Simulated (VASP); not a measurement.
# Ca (P6_3/mmc) in VASP: notebook

Runs on Ca. Level: LDA. Tasks: single point.

Everything below comes from runs of VASP 6.6.1. Logs are shortened: lines on timing, memory, paths and dates and some standing lists are left out, and cuts for length are marked.

## (1) The cell of the first run

Symmetry: P6_3/mmc, No. 194, hexagonal system. The conventional cell has a = 3.616 Å, b = 3.616 Å, c = 5.958 Å, α = 90.00°, β = 90.00°, γ = 120.00°. Ca (site symmetry -6m2) has 12 Ca at 3.62 to 3.64 Å within 4.8 Å.

## (2) Single point, LDA (volume scaled by 0.88)

File INCAR:

```
ALGO = Normal ; EDIFF = 1E-6
ENCUT = 520 ; GGA = CA
ISIF = 2 ; ISMEAR = -1
LASPH = T ; LCHARG = F
LREAL = F ; LWAVE = F
NBANDS = 17 ; NELM = 60
PREC = Accurate ; SIGMA = 0.1
```

File KPOINTS:

```
k-points
0
Gamma
  11 11 6
```

File POSCAR:

```
Ca
1.0
    3.6162868187      0.0000000000      0.0000000000
   -1.8081434093      3.1317962524      0.0000000000
    0.0000000000      0.0000000000      5.9578116023
Ca
2
Direct
    0.3333333333      0.6666666667      0.2500000000
    0.6666666667      0.3333333333      0.7500000000
```

Potentials or basis: VASP PAW LDA potentials, release 64 (Ca_sv).

Command:

```console
$ cat potpaw_LDA.64/Ca_sv/POTCAR > POTCAR
$ mpirun -np 1 vasp_std > vasp.out
```

OUTCAR:

```text
EDIFF = 1E-6
   ENCUT = 520
   GGA = CA
   ISIF = 2
   ISMEAR = -1
   LASPH = T
   LREAL = F
   NELM = 60
   PREC = Accurate

 ion  position               nearest neighbor table
   1  0.333  0.667  0.250-
   2  0.667  0.333  0.750-

  LATTYP: Found a hexagonal cell.
 ALAT       =     3.6162868187
 C/A-ratio  =     1.6474942119

  Lattice vectors:

 A1 = (   3.6162868187,   0.0000000000,   0.0000000000)
 A2 = (  -1.8081434093,   3.1317962524,   0.0000000000)
 A3 = (   0.0000000000,   0.0000000000,   5.9578116023)

Analysis of symmetry for initial positions (statically):
=====================================================================
 Subroutine PRICEL returns:
 Original cell was already a primitive cell.

 Routine SETGRP: Setting up the symmetry group for a
 hexagonal supercell.

 Subroutine GETGRP returns: Found 24 space group operations
 (whereof 12 operations were pure point group operations)
 out of a pool of 24 trial point group operations.

The static configuration has the point symmetry D_3d.
 The point group associated with its full space group is D_6h.

Analysis of symmetry for dynamics (positions and initial velocities):
=====================================================================
 Subroutine PRICEL returns:
 Original cell was already a primitive cell.

 Routine SETGRP: Setting up the symmetry group for a
 hexagonal supercell.

 Subroutine GETGRP returns: Found 24 space group operations
 (whereof 12 operations were pure point group operations)
 out of a pool of 24 trial point group operations.

The dynamic configuration has the point symmetry D_3d.
 The point group associated with its full space group is D_6h.

 Subroutine INISYM returns: Found 24 space group operations
 (whereof 12 operations are pure point group operations),
 and found     1 'primitive' translations

----------------------------------------------------------------------------------------

                                     Primitive cell

  volume of cell :      67.4750

  direct lattice vectors                    reciprocal lattice vectors
     3.616286819  0.000000000  0.000000000     0.276526739  0.159652787  0.000000000
    -1.808143409  3.131796252  0.000000000     0.000000000  0.319305574  0.000000000
     0.000000000  0.000000000  5.957811602     0.000000000  0.000000000  0.167846865

  length of vectors
     3.616286819  3.616286819  5.957811602     0.319305574  0.319305574  0.167846865

  position of ions in fractional coordinates (direct lattice)
     0.333333333  0.666666667  0.250000000
     0.666666667  0.333333333  0.750000000

  ion indices of the primitive-cell ions
   primitive index   ion index
                 1           1
                 2           2

----------------------------------------------------------------------------------------

 KPOINTS: k-points

Automatic generation of k-mesh.
 Grid dimensions read from file:
 generate k-points for:   11   11    6

 Generating k-lattice:

  Cartesian coordinates                     Fractional coordinates (reciprocal lattice)
     0.025138794  0.014513890  0.000000000     0.090909091  0.000000000  0.000000000
     0.000000000  0.029027779  0.000000000     0.000000000  0.090909091  0.000000000
     0.000000000  0.000000000  0.027974478     0.000000000  0.000000000  0.166666667

  Length of vectors
     0.029027779  0.029027779  0.027974478

  Shift w.r.t. Gamma in fractional coordinates (k-lattice)
     0.000000000  0.000000000  0.000000000

 Subroutine IBZKPT returns following result:
 ===========================================

 Found     64 irreducible k-points:

 Following reciprocal coordinates:
            Coordinates               Weight
  0.000000  0.000000  0.000000      1.000000
  0.090909  0.000000  0.000000      6.000000
  0.181818  0.000000  0.000000      6.000000
  0.272727  0.000000  0.000000      6.000000
  0.363636  0.000000  0.000000      6.000000
  0.454545  0.000000  0.000000      6.000000
[... 16 lines left out ...]
  0.090909  0.090909  0.166667     12.000000
  0.181818  0.090909  0.166667     24.000000
 [... further k-points ...]
   k-points           NKPTS =     64   k-points in BZ     NKDIM =     64   number of bands    NBANDS=     17
   number of dos      NEDOS =    301   number of ions     NIONS =      2
   total plane-waves  NPLWV =  37632
   dimension x,y,z NGX =    28 NGY =   28 NGZ =   48
   dimension x,y,z NGXF=    56 NGYF=   56 NGZF=   96
   ions per type =               2
   NGX,Y,Z   is equivalent  to a cutoff of  12.87, 12.87, 13.39 a.u.
   NGXF,Y,Z  is equivalent  to a cutoff of  25.74, 25.74, 26.79 a.u.
 SYSTEM =  unknown system
   PREC   = accura    normal or accurate (medium, high low for compatibility)
   ISTART =      0    job   : 0-new  1-cont  2-samecut
   ICHARG =      2    charge: 1-file 2-atom 10-const
   ISPIN  =      1    spin polarized calculation?
   LNONCOLLINEAR =      F non collinear calculations
   LSORBIT =      F    spin-orbit coupling
   LASPH  =      T    aspherical Exc in radial PAW
   ENCUT  =  520.0 eV  38.22 Ry    6.18 a.u.   6.72  6.72 11.08*2*pi/ulx,y,z
   NELM   =     60;   NELMIN=  2; NELMDL= -5     # of ELM steps
   EDIFF  = 0.1E-05   stopping-criterion for ELM
   LREAL  =      F    real-space projection
   EDIFFG = 0.1E-04   stopping-criterion for IOM
   NSW    =      0    number of steps for IOM
   IBRION =     -1    ionic relax: 0-MD 1-quasi-New 2-CG
   NFREE  =      0    steps in history (QN), initial steepest desc. (CG)
   ISIF   =      2    stress and relaxation
   ISYM   =      2    0-nonsym 1-usesym 2-fastsym
   POTIM  = 0.5000    time-step for ionic-motion
   TEBEG  =    0.0;   TEEND  =   0.0 temperature during run
   PSTRESS=    0.0 pullay stress
   NELECT =      20.0000    total number of electrons
   NUPDOWN=      -1.0000    fix difference up-down
   EMIN   =  10.00;   EMAX   =-10.00  energy-range for DOS
   EFERMI =   0.00;   METHOD = LEGACY
   ISMEAR =    -1;   SIGMA  =   0.10  broadening in eV -4-tet -1-fermi 0-gaus
   EFERMI_NEDOS =   21; number of points for ismear=-14 and -15
   IALGO  =     38    algorithm
   IMIX   =      4    mixing-type and parameters
     AMIX     =   0.40;   BMIX     =  1.00
     AMIX_MAG =   1.60;   BMIX_MAG =  1.00
  volume/ion in A,a.u.               =      33.74       227.67
  Fermi-wavevector in a.u.,A,eV,Ry     =   1.091534  2.062699 16.210602  1.191446
  Thomas-Fermi vector in A             =   2.227781
   LORBIT       =      0    0 simple, 1 ext, 2 COOP (PROOUT), +10 PAW based schemes
   GGA     = CA    functional components
   LHFCALC =     F    Hartree Fock is set to
   AEXX    =    0.0000 exact exchange contribution
   IVDW    =     0    specifies the selected vdW correction
   LEPSILON=     F    determine dielectric tensor
   LRPA    =     F    only Hartree local field effects (RPA)
 non-spin polarized calculation
  energy-cutoff  :      520.00
  volume of cell :       67.48
 maximum number of plane-waves:      1842
 NGX is ok and might be reduce to    28
   NGX = 13   NGY = 13   NGZ = 23

 number of electron      20.0000001 magnetization

 Free energy of the ion-electron system (eV)
  ---------------------------------------------------
  ext. energy  EPLUGINS =         0.00000000
  ---------------------------------------------------
  free energy    TOTEN  =        -4.36341168 eV

  energy without entropy =       -4.28042105  energy(sigma->0) =       -4.32191637

 E-fermi :   2.7545     XC(G=0):  -8.7197

 val. band max:        2.7518960896   @ k =   0.1818   0.0909   0.0000
 cond. band min:       2.7568655618   @ k =   0.4545   0.0000   0.0000
 fundamental gap:      0.0049694722
 Fermi energy:         2.7544848299

 k-point     1 :       0.0000    0.0000    0.0000
  band No.  band energies     occupation
      1     -38.3053      2.00000
      2     -38.2661      2.00000
      3     -19.7675      2.00000
      4     -19.5020      2.00000
      5     -19.5020      2.00000
      6     -19.4621      2.00000
[... 9 lines left out ...]
     16       5.6291      0.00000
     17       6.1583      0.00000

 k-point     2 :       0.0909    0.0000    0.0000
  band No.  band energies     occupation
      1     -38.3024      2.00000
      2     -38.2646      2.00000
      3     -19.7589      2.00000
      4     -19.5220      2.00000
      5     -19.5081      2.00000
      6     -19.4828      2.00000
[... 9 lines left out ...]
     16       5.7477      0.00000
     17       5.9795      0.00000

 k-point     3 :       0.1818    0.0000    0.0000
  band No.  band energies     occupation
      1     -38.2944      2.00000
      2     -38.2607      2.00000
      3     -19.7347      2.00000
      4     -19.5758      2.00000
      5     -19.5371      2.00000
      6     -19.5242      2.00000
[... 9 lines left out ...]
     16       5.7344      0.00000
     17       5.7773      0.00000

 k-point     4 :       0.2727    0.0000    0.0000
  band No.  band energies     occupation
      1     -38.2835      2.00000
      2     -38.2561      2.00000
      3     -19.6993      2.00000
      4     -19.6470      2.00000
      5     -19.6057      2.00000
      6     -19.5445      2.00000
[... 9 lines left out ...]
     16       6.1500      0.00000
     17       6.2939      0.00000

 k-point     5 :       0.3636    0.0000    0.0000
  band No.  band energies     occupation
      1     -38.2726      2.00000
      2     -38.2526      2.00000
      3     -19.7127      2.00000
      4     -19.6667      2.00000
      5     -19.6601      2.00000
      6     -19.5626      2.00000
[... 9 lines left out ...]
     16       6.7030      0.00000
     17       6.9715      0.00000

 k-point     6 :       0.4545    0.0000    0.0000
  band No.  band energies     occupation
      1     -38.2652      2.00000
      2     -38.2514      2.00000
      3     -19.7516      2.00000
      4     -19.7022      2.00000
      5     -19.6296      2.00000
      6     -19.5732      2.00000
[... 9 lines left out ...]
     16       7.4127      0.00000
     17       7.5021      0.00000

 k-point     7 :       0.0909    0.0909    0.0000
  band No.  band energies     occupation
      1     -38.2969      2.00000
      2     -38.2619      2.00000
      3     -19.7425      2.00000
      4     -19.5548      2.00000
      5     -19.5338      2.00000
      6     -19.5068      2.00000
[... 9 lines left out ...]
     16       5.6540      0.00000
     17       5.8808      0.00000

 k-point     8 :       0.1818    0.0909    0.0000
  band No.  band energies     occupation
      1     -38.2874      2.00000
      2     -38.2577      2.00000
      3     -19.7126      2.00000
      4     -19.6126      2.00000
      5     -19.5880      2.00000
      6     -19.5329      2.00000
[... 9 lines left out ...]
     16       5.8760      0.00000
     17       6.1136      0.00000
[... 203 lines left out ...]
      1     -38.2921      2.00000
      2     -38.2630      2.00000
      3     -19.7209      2.00000
      4     -19.5703      2.00000
      5     -19.5478      2.00000
      6     -19.5209      2.00000
[... 9 lines left out ...]
     16       5.8660      0.00000
     17       6.1138      0.00000

 k-point    20 :       0.2727    0.0000    0.1667
  band No.  band energies     occupation
      1     -38.2816      2.00000
      2     -38.2579      2.00000
      3     -19.7024      2.00000
      4     -19.6319      2.00000
      5     -19.6120      2.00000
      6     -19.5406      2.00000
[... 9 lines left out ...]
     16       6.2733      0.00000
     17       6.2820      0.00000

 k-point    21 :       0.3636    0.0000    0.1667
  band No.  band energies     occupation
      1     -38.2712      2.00000
      2     -38.2539      2.00000
      3     -19.7275      2.00000
      4     -19.6813      2.00000
      5     -19.6289      2.00000
      6     -19.5583      2.00000
[... 9 lines left out ...]
     16       6.7379      0.00000
     17       6.8675      0.00000

 k-point    22 :       0.4545    0.0000    0.1667
  band No.  band energies     occupation
      1     -38.2643      2.00000
      2     -38.2523      2.00000
      3     -19.7606      2.00000
      4     -19.7152      2.00000
      5     -19.6095      2.00000
      6     -19.5687      2.00000
[... 9 lines left out ...]
     16       7.2286      0.00000
     17       7.3898      0.00000

 k-point    23 :       0.0909    0.0909    0.1667
  band No.  band energies     occupation
      1     -38.2946      2.00000
      2     -38.2643      2.00000
      3     -19.7268      2.00000
      4     -19.5499      2.00000
      5     -19.5382      2.00000
      6     -19.5116      2.00000
[... 9 lines left out ...]
     16       5.7901      0.00000
     17       6.1063      0.00000

 k-point    24 :       0.1818    0.0909    0.1667
  band No.  band energies     occupation
      1     -38.2855      2.00000
      2     -38.2597      2.00000
      3     -19.7060      2.00000
      4     -19.6050      2.00000
      5     -19.5922      2.00000
      6     -19.5337      2.00000
[... 9 lines left out ...]
     16       5.9661      0.00000
     17       6.2323      0.00000

 [... further k-points ...]

------------------------ aborting loop because EDIFF is reached ----------------------------------------

  FORCE on cell =-STRESS in cart. coord.  units (eV):
  Direction    XX          YY          ZZ          XY          YZ          ZX
  --------------------------------------------------------------------------------------
  -------------------------------------------------------------------------------------
  Total        1.2458374      1.2458374      1.2707277      0.0000000     -0.0000000      0.0000000
  in kB       29.5820867     29.5820867     30.1731004      0.0000000     -0.0000000      0.0000000
  external PRESSURE =      29.7790913 kB  Pullay stress =       0.0000000 kB

 VOLUME and BASIS-vectors are now :
 -----------------------------------------------------------------------------
  energy-cutoff  :      520.00
  volume of cell :       67.48
      direct lattice vectors                 reciprocal lattice vectors
     3.616286819  0.000000000  0.000000000     0.276526739  0.159652787  0.000000000
    -1.808143409  3.131796252  0.000000000     0.000000000  0.319305574  0.000000000
     0.000000000  0.000000000  5.957811602     0.000000000  0.000000000  0.167846865

 POSITION                                       TOTAL-FORCE (eV/Angst)
 -----------------------------------------------------------------------------------
     -0.00000      2.08786      1.48945        -0.000000      0.000000      0.000000
      1.80814      1.04393      4.46836         0.000000     -0.000000      0.000000
 -----------------------------------------------------------------------------------
    total drift:                               -0.000000      0.000000     -0.000000

  FREE ENERGIE OF THE ION-ELECTRON SYSTEM (eV)
  ---------------------------------------------------
  free  energy   TOTEN  =        -4.3634116841 eV

  energy  without entropy=       -4.2804210476  energy(sigma->0) =       -4.32191637
```

Wall time 33 s (1 thread of AMD EPYC 9R45 (Zen 5), shared host); peak memory 0.16 GiB.

What came out:

```
Free energy            : -4.3634 eV
Pressure               : 3.0 GPa
Band gap on the k mesh : zero (band 10 reaches 2.88 eV, above the bottom of band 11 at 2.74 eV)
```

[end of part 1 of 2]
